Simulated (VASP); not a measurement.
# Ti3PO2 (P1) in VASP: a series of runs, part 2 of 2

VASP 6.6.1.

## Step 4: Single point, r2SCAN

POSCAR

```
Ti3PO2
1.0
    3.1724101510      0.0000000000      0.0000000000
   -1.5862050755      2.7473877820      0.0000000000
    0.0000000000      0.0000000000      8.0228210000
Ti P O
3 1 2
Direct
    0.0063260000      0.0119380000     -0.0023080000
    0.6663750000      0.3350840000      0.2905500000
    0.3096740000      0.6614990000      0.7031260000
   -0.0050960000      0.0085090000      0.4948450000
    0.6406770000      0.3203160000      0.8503140000
    0.3282720000      0.6763660000      0.1376010000
```

INCAR.step1

```
PREC = Accurate
ENCUT = 520
ISMEAR = 0
SIGMA = 0.05
LREAL = F
LASPH = T
NELM = 80
NBANDS = 36
GGA = PE
ALGO = Normal
EDIFF = 1E-4
LWAVE = T
LCHARG = F
```

INCAR.step2

```
PREC = Accurate
ENCUT = 520
EDIFF = 1E-6
ISMEAR = 0
SIGMA = 0.05
LREAL = F
LASPH = T
NELM = 80
ALGO = Normal
ISIF = 2
LWAVE = F
LCHARG = F
METAGGA = R2SCAN
LMIXTAU = T
NBANDS = 36
ISTART = 1
```

KPOINTS

```
regular mesh
0
Gamma
  7 7 3
```

Potentials or basis: VASP PAW PBE potentials, release 64 (Ti_sv, P, O).

On the command line:

```sh
$ cat potpaw_PBE.64/Ti_sv/POTCAR potpaw_PBE.64/P/POTCAR potpaw_PBE.64/O/POTCAR > POTCAR
$ cp INCAR.step1 INCAR
$ mpirun -np 1 vasp_std > vasp.out
$ cp INCAR.step2 INCAR
$ mpirun -np 1 vasp_std > vasp.out
```

OUTCAR:

```text
PREC = Accurate
   ENCUT = 520
   EDIFF = 1E-6
   ISMEAR = 0
   LREAL = F
   LASPH = T
   NELM = 80
   ISIF = 2
   METAGGA = R2SCAN
   ISTART = 1

 ion  position               nearest neighbor table
   1  0.006  0.012  0.998-   5 2.11   6 2.13   6 2.14   6 2.17   5 2.20   5 2.24
   2  0.666  0.335  0.291-   6 2.19   6 2.19   6 2.23   4 2.43   4 2.47   4 2.47
   3  0.310  0.661  0.703-   5 2.16   5 2.18   5 2.19   4 2.45   4 2.47   4 2.52
   4  0.995  0.009  0.495-   2 2.43   3 2.45   2 2.47   3 2.47   2 2.47   3 2.52
   5  0.641  0.320  0.850-   1 2.11   3 2.16   3 2.18   3 2.19   1 2.20   1 2.24
   6  0.328  0.676  0.138-   1 2.13   1 2.14   1 2.17   2 2.19   2 2.19   2 2.23

  LATTYP: Found a hexagonal cell.
 ALAT       =     3.1724101510
 C/A-ratio  =     2.5289356099

  Lattice vectors:

 A1 = (   3.1724101510,   0.0000000000,   0.0000000000)
 A2 = (  -1.5862050755,   2.7473877820,   0.0000000000)
 A3 = (   0.0000000000,   0.0000000000,   8.0228210000)

Analysis of symmetry for initial positions (statically):
=====================================================================
 Subroutine PRICEL returns:
 Original cell was already a primitive cell.

 Routine SETGRP: Setting up the symmetry group for a
 hexagonal supercell.

 Subroutine GETGRP returns: Found  1 space group operations
 (whereof  1 operations were pure point group operations)
 out of a pool of 24 trial point group operations.

The static configuration has the point symmetry C_1 .

Analysis of symmetry for dynamics (positions and initial velocities):
=====================================================================
 Subroutine PRICEL returns:
 Original cell was already a primitive cell.

 Routine SETGRP: Setting up the symmetry group for a
 hexagonal supercell.

 Subroutine GETGRP returns: Found  1 space group operations
 (whereof  1 operations were pure point group operations)
 out of a pool of 24 trial point group operations.

The dynamic configuration has the point symmetry C_1 .

 Subroutine INISYM returns: Found  1 space group operations
 (whereof  1 operations are pure point group operations),
 and found     1 'primitive' translations

----------------------------------------------------------------------------------------

                                     Primitive cell

  volume of cell :      69.9256

  direct lattice vectors                    reciprocal lattice vectors
     3.172410151  0.000000000  0.000000000     0.315217753  0.181991055  0.000000000
    -1.586205075  2.747387782  0.000000000     0.000000000  0.363982109  0.000000000
     0.000000000  0.000000000  8.022821000     0.000000000  0.000000000  0.124644436

  length of vectors
     3.172410151  3.172410151  8.022821000     0.363982109  0.363982109  0.124644436

  position of ions in fractional coordinates (direct lattice)
     0.006326000  0.011938000  0.997692000
     0.666375000  0.335084000  0.290550000
     0.309674000  0.661499000  0.703126000
     0.994904000  0.008509000  0.494845000
     0.640677000  0.320316000  0.850314000
     0.328272000  0.676366000  0.137601000

  ion indices of the primitive-cell ions
   primitive index   ion index
                 1           1
                 2           2
                 3           3
                 4           4
                 5           5
                 6           6

[... 30 lines left out ...]
  0.000000  0.142857  0.000000      2.000000
 -0.142857  0.142857  0.000000      2.000000
  0.285714  0.000000  0.000000      2.000000
  0.000000  0.285714  0.000000      2.000000
[... 16 lines left out ...]
  0.285714  0.285714  0.000000      2.000000
 -0.285714 -0.428571  0.000000      2.000000
 [... further k-points ...]
   k-points           NKPTS =     74   k-points in BZ     NKDIM =     74   number of bands    NBANDS=     36
   number of dos      NEDOS =    301   number of ions     NIONS =      6
   total plane-waves  NPLWV =  34560
   dimension x,y,z NGX =    24 NGY =   24 NGZ =   60
   dimension x,y,z NGXF=    48 NGYF=   48 NGZF=  120
   ions per type =               3   1   2
   NGX,Y,Z   is equivalent  to a cutoff of  12.58, 12.58, 12.43 a.u.
   NGXF,Y,Z  is equivalent  to a cutoff of  25.15, 25.15, 24.87 a.u.
 SYSTEM =  unknown system
   PREC   = accura    normal or accurate (medium, high low for compatibility)
   ISTART =      1    job   : 0-new  1-cont  2-samecut
   ICHARG =      0    charge: 1-file 2-atom 10-const
   ISPIN  =      1    spin polarized calculation?
   LNONCOLLINEAR =      F non collinear calculations
   LSORBIT =      F    spin-orbit coupling
   LASPH  =      T    aspherical Exc in radial PAW
   ENCUT  =  520.0 eV  38.22 Ry    6.18 a.u.   5.90  5.90 14.92*2*pi/ulx,y,z
   NELM   =     80;   NELMIN=  2; NELMDL=  0     # of ELM steps
   EDIFF  = 0.1E-05   stopping-criterion for ELM
   LREAL  =      F    real-space projection
   EDIFFG = 0.1E-04   stopping-criterion for IOM
   NSW    =      0    number of steps for IOM
   IBRION =     -1    ionic relax: 0-MD 1-quasi-New 2-CG
   NFREE  =      0    steps in history (QN), initial steepest desc. (CG)
   ISIF   =      2    stress and relaxation
   ISYM   =      2    0-nonsym 1-usesym 2-fastsym
   POTIM  = 0.5000    time-step for ionic-motion
   TEBEG  =    0.0;   TEEND  =   0.0 temperature during run
   PSTRESS=    0.0 pullay stress
   NELECT =      53.0000    total number of electrons
   NUPDOWN=      -1.0000    fix difference up-down
   EMIN   =  10.00;   EMAX   =-10.00  energy-range for DOS
   EFERMI =   0.00;   METHOD = LEGACY
   ISMEAR =     0;   SIGMA  =   0.05  broadening in eV -4-tet -1-fermi 0-gaus
   EFERMI_NEDOS =   21; number of points for ismear=-14 and -15
   IALGO  =     38    algorithm
   IMIX   =      4    mixing-type and parameters
     AMIX     =   0.40;   BMIX     =  1.00
     AMIX_MAG =   1.60;   BMIX_MAG =  1.00
  volume/ion in A,a.u.               =      11.65        78.65
  Fermi-wavevector in a.u.,A,eV,Ry     =   1.492639  2.820678 30.313370  2.227970
  Thomas-Fermi vector in A             =   2.605141
   LORBIT       =      0    0 simple, 1 ext, 2 COOP (PROOUT), +10 PAW based schemes
   METAGGA = R2SCAN    functional components
   LHFCALC =     F    Hartree Fock is set to
   AEXX    =    0.0000 exact exchange contribution
   IVDW    =     0    specifies the selected vdW correction
   LEPSILON=     F    determine dielectric tensor
   LRPA    =     F    only Hartree local field effects (RPA)
 non-spin polarized calculation
 Gauss-broadening in eV      SIGMA  =   0.05
  energy-cutoff  :      520.00
  volume of cell :       69.93
 maximum number of plane-waves:      1899
   NGX = 11   NGY = 11   NGZ = 29

 number of electron      53.0000006 magnetization

 Free energy of the ion-electron system (eV)
  ---------------------------------------------------
  ext. energy  EPLUGINS =         0.00000000
  ---------------------------------------------------
  free energy    TOTEN  =       -71.46825337 eV

  energy without entropy =      -71.46182997  energy(sigma->0) =      -71.46504167

 E-fermi :  10.9305     XC(G=0): -12.9684

 val. band max:       10.9295828296   @ k =   0.2857   0.0000   0.3333
 cond. band min:      10.9317322804   @ k =   0.4286  -0.1429   0.0000
 fundamental gap:      0.0021494509
 Fermi energy:        10.9305316863

 k-point     1 :       0.0000    0.0000    0.0000
  band No.  band energies     occupation
      1     -49.5119      2.00000
      2     -49.1517      2.00000
      3     -49.0972      2.00000
      4     -24.9333      2.00000
      5     -24.6810      2.00000
      6     -24.6706      2.00000
[... 925 lines left out ...]
     35      13.2182      0.00000
     36      13.7728      0.00000

 [... further k-points ...]

------------------------ aborting loop because EDIFF is reached ----------------------------------------

  FORCE on cell =-STRESS in cart. coord.  units (eV):
  Direction    XX          YY          ZZ          XY          YZ          ZX
  --------------------------------------------------------------------------------------
  -------------------------------------------------------------------------------------
  Total       -0.6597422     -0.7016281     -1.0765577     -0.0510780     -0.1310338     -0.0539546
  in kB      -15.1164023    -16.0761170    -24.6667249     -1.1703302     -3.0023239     -1.2362406
  external PRESSURE =     -18.6197481 kB  Pullay stress =       0.0000000 kB

 VOLUME and BASIS-vectors are now :
 -----------------------------------------------------------------------------
  energy-cutoff  :      520.00
  volume of cell :       69.93
      direct lattice vectors                 reciprocal lattice vectors
     3.172410151  0.000000000  0.000000000     0.315217753  0.181991055  0.000000000
    -1.586205075  2.747387782  0.000000000     0.000000000  0.363982109  0.000000000
     0.000000000  0.000000000  8.022821000     0.000000000  0.000000000  0.124644436

 POSITION                                       TOTAL-FORCE (eV/Angst)
 -----------------------------------------------------------------------------------
      0.00113      0.03280      8.00430        -0.369425     -0.217995     -0.159611
      1.58250      0.92061      2.33103        -0.158039      0.099122     -0.198530
     -0.06686      1.81739      5.64105         0.087652     -0.010990      0.002863
      3.14275      0.02338      3.97005        -0.032985     -0.205927      0.109076
      1.52440      0.88003      6.82192         0.272695      0.406708      0.195497
     -0.03144      1.85824      1.10395         0.200101     -0.070918      0.050704
 -----------------------------------------------------------------------------------
    total drift:                                0.000161     -0.000008     -0.001159

  FREE ENERGIE OF THE ION-ELECTRON SYSTEM (eV)
  ---------------------------------------------------
  free  energy   TOTEN  =       -71.4682533682 eV

  energy  without entropy=      -71.4618299734  energy(sigma->0) =      -71.46504167
```

Wall time 8.3 min (1 thread of Intel Xeon Platinum 8488C (Sapphire Rapids), shared host); peak memory 0.29 GiB.

Results:

| Property | Result |
| --- | --- |
| Free energy | -71.4683 eV |
| Pressure | -1.9 GPa |
| Largest force | 0.527 eV/Å |
| Band gap on the k mesh | zero (an odd number of electrons rules out a gap without spin polarisation) |

Forces on the atoms (eV/Å):
```
Ti  -0.369 -0.218 -0.160
Ti  -0.158  0.099 -0.199
Ti   0.088 -0.011  0.003
P   -0.033 -0.206  0.109
O    0.273  0.407  0.195
O    0.200 -0.071  0.051
```

Caveat: the PAW data sets were made with another functional, which shifts forces and pressure a little; an odd number of electrons without spin polarisation forces a metal; a magnetic or distorted state may lie lower.

## Step 5: Single point, r2SCAN

POSCAR is that of step 4.

INCAR.step1

```
SYSTEM = Ti3PO2
PREC = Accurate
ENCUT = 520
ISMEAR = 0
SIGMA = 0.025
LREAL = .FALSE.
LASPH = .TRUE.
NELM = 80
NBANDS = 36
GGA = PE
ALGO = Normal
EDIFF = 1E-4
LWAVE = .TRUE.
LCHARG = .FALSE.
```

INCAR.step2

```
SYSTEM = Ti3PO2
PREC = Accurate
ENCUT = 520
EDIFF = 1E-6
ISMEAR = 0
SIGMA = 0.025
LREAL = .FALSE.
LASPH = .TRUE.
NELM = 80
ALGO = Normal
ISIF = 2
LWAVE = .FALSE.
LCHARG = .TRUE.
METAGGA = R2SCAN
LMIXTAU = .TRUE.
LELF = .TRUE.
LVHAR = .TRUE.
NBANDS = 36
ISTART = 1
```

KPOINTS

```
Automatic mesh
0
G
  7 7 3
  0 0 0
```

On the command line:

```sh
$ cat potpaw_PBE.64/Ti_sv/POTCAR potpaw_PBE.64/P/POTCAR potpaw_PBE.64/O/POTCAR > POTCAR
$ cp INCAR.step1 INCAR
$ mpirun -np 1 vasp_std > vasp.out
$ cp INCAR.step2 INCAR
$ mpirun -np 1 vasp_std > vasp.out
```

Wall time 7.2 min (1 thread of Intel Xeon Platinum 8488C (Sapphire Rapids), shared host); peak memory 0.29 GiB.

The run converged. Its results:

| Quantity | Value |
| --- | --- |
| Free energy | -71.4656 eV |
| Pressure | -1.9 GPa |
| Largest force | 0.527 eV/Å |
| Band gap on the k mesh | zero (an odd number of electrons rules out a gap without spin polarisation) |

Forces on the atoms (eV/Å):
```
Ti  -0.372 -0.221 -0.161
Ti  -0.150  0.099 -0.205
Ti   0.079 -0.011  0.005
P   -0.032 -0.205  0.110
O    0.270  0.407  0.199
O    0.205 -0.069  0.051
```

Stress tensor (GPa, compression positive):
```
-1.60 -0.19 -0.20
-0.19 -1.59 -0.30
-0.20 -0.30 -2.42
```

Levels at points of the mesh, in eV from the Fermi level:
```csv
k point,band 24,band 25,band 26,band 27,band 28,band 29
"(0.00, 0.00, 0.00)",-0.88,-0.84,-0.83,-0.75,-0.06,0.24
```

Caveat: the PAW data sets were made with another functional, which shifts forces and pressure a little; an odd number of electrons without spin polarisation forces a metal; a magnetic or distorted state may lie lower.

## Step 6: Overview

```csv
level,potentials or basis,k mesh,smearing,gap on the mesh (eV),pressure (GPa),largest force (eV/Å)
LDA,"VASP PAW LDA potentials, release 64 (Ti_sv, P, O)",7 × 7 × 3,gaussian 0.05 eV,none,-12.3,0.54
LDA,"VASP PAW LDA potentials, release 64 (Ti_sv, P, O)",9 × 9 × 3,gaussian 0.05 eV,none,-12.2,0.49
r2SCAN,"VASP PAW PBE potentials, release 64 (Ti_sv, P, O)",7 × 7 × 3,gaussian 0.05 eV,none,-1.9,0.53
r2SCAN,"VASP PAW PBE potentials, release 64 (Ti_sv, P, O)",7 × 7 × 3,gaussian 0.025 eV,none,-1.9,0.53
```

Alike in all rows: task single point; no spin polarisation; cell as given; cutoff (eV) 520.

Caveats: an odd number of electrons without spin polarisation forces a metal; a magnetic or distorted state may lie lower; the cell stands under tension (at least some runs); the PAW data sets were made with another functional, which shifts forces and pressure a little (at least some runs).

Total energies depend on the potentials used, so only differences within one code and one set of settings carry meaning.
